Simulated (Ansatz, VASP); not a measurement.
Two plane-wave programs on Sn2C

```
Sn C
1.0
    -1.70599    1.70599    5.55080
     1.70599   -1.70599    5.55080
     1.70599    1.70599   -5.55080
Sn C
2 1
Direct
  0.34000 0.34000 0.00000
  0.66000 0.66000 0.00000
  0.00000 0.00000 0.00000
```

Alike in both runs: task single point; functional PBE; k mesh 8 × 8 × 8; occupations gaussian, width 0.1 eV; no spin polarisation.

|  | VASP | Ansatz |
| --- | --- | --- |
| version | VASP 6.6.1 | Ansatz 0.2.0 |
| potentials or method | VASP PAW PBE potentials, release 64 (Sn_d, C), cutoff 520 eV | scalar-relativistic, plane waves, PAW |
| valence electrons in the cell | 32 | 32 |

```csv
,VASP,Ansatz,Ansatz less VASP
gap on the k mesh at the Fermi level (eV),none,none,-
pressure (GPa),-5.0,-4.9,+0.05
"traceless stress, the component that is largest in VASP (GPa)",-0.64,-0.65,-0.009
rms of the force components (eV/Å),0.973,0.973,+0.0004
```

Atom by atom the forces differ by 0.000 eV/Å (rms over components). A gap of «none» marks a metal or a gap that the smearing closes. The functional is the same, so the differences come from potentials, cutoffs and numerics.
